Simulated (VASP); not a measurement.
Set up this calculation in VASP 6.6.1, as the native input.

```yaml
Task: single point
Functional: PBEsol
Potentials_or_basis: VASP PAW PBE potentials, release 64 (Ru_pv)
Cutoff: 520 eV
k_mesh: 18 × 18 × 10
Occupations: fermi-dirac, width 0.15 eV
Spin: no spin polarisation
Dipole_correction: no
Further_INCAR_settings: ALGO = Normal; EDIFF = 1e-07; NBANDS = 21
```

The structure of Ru lies in POSCAR:

```
Ru
1.0
    2.6728495159      0.0000000000      0.0000000000
   -1.3364247580      2.3147555813      0.0000000000
    0.0000000000      0.0000000000      4.2256655105
Ru
2
Direct
    0.3333333333      0.6666666667      0.2500000000
    0.6666666667      0.3333333333      0.7500000000
```

These files were run (other wordings do the same):

INCAR

```
  ALGO = Normal
  EDIFF = 1E-7
  ENCUT = 520
  GGA = PS
  ISIF = 2
  ISMEAR = -1
  LASPH = T
  LCHARG = F
  LREAL = F
  LWAVE = F
  NBANDS = 21
  NELM = 80
  PREC = Accurate
  SIGMA = 0.15
```

KPOINTS

```
k-points
0
Gamma
  18 18 10
```

Potentials or basis: VASP PAW PBE potentials, release 64 (Ru_pv).

Command:

```bash
$ cat potpaw_PBE.64/Ru_pv/POTCAR > POTCAR
$ mpirun -np 1 vasp_std > vasp.out
```

Results of the run:

* Pressure: 7.3 GPa
* Band gap on the k mesh: zero (bands 14 and 15 overlap by 3.32 eV)

Caveat: the cell stands under pressure; the PAW data sets were made with another functional, which shifts forces and pressure a little.

Wall time 2.4 min on 1 thread of Intel Xeon 8259CL (shared host), peak memory 0.21 GiB.
